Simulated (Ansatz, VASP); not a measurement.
# Two plane-wave programs on B

```
B
1.0
     2.78378    0.00000    0.00000
    -1.39189    2.41082    0.00000
     0.00000    0.00000    4.90243
B
5
Direct
  0.33333 0.66667 0.57775
  0.66667 0.33333 0.76598
  0.00000 0.00000 0.00000
  0.33333 0.66667 0.23402
  0.66667 0.33333 0.42225
```

Alike in both runs: functional PBE; k mesh 18 × 18 × 8; occupations gaussian, width 0.1 eV; no spin polarisation.

Ansatz relaxed the structure, and its values are those at the end. VASP's run is a single point on that final structure, the one shown.

```csv
,VASP,Ansatz
version,VASP 6.6.1,Ansatz 0.2.0
potentials or method,"VASP PAW PBE potentials, release 64 (B), cutoff 520 eV","scalar-relativistic, plane waves, PAW"
valence electrons in the cell,15,15
```

|  | VASP | Ansatz | Ansatz less VASP |
| --- | --- | --- | --- |
| gap on the k mesh at the Fermi level (eV) | none | none | - |
| pressure (GPa) | 0.1 | 0.0 | -0.07 |
| rms of the force components (eV/Å) | 0.006 | 0.000 | -0.0060 |

A gap of «none» marks a metal or a gap that the smearing closes. With one functional, cell and mesh, what is left measures potentials, basis and numerics.
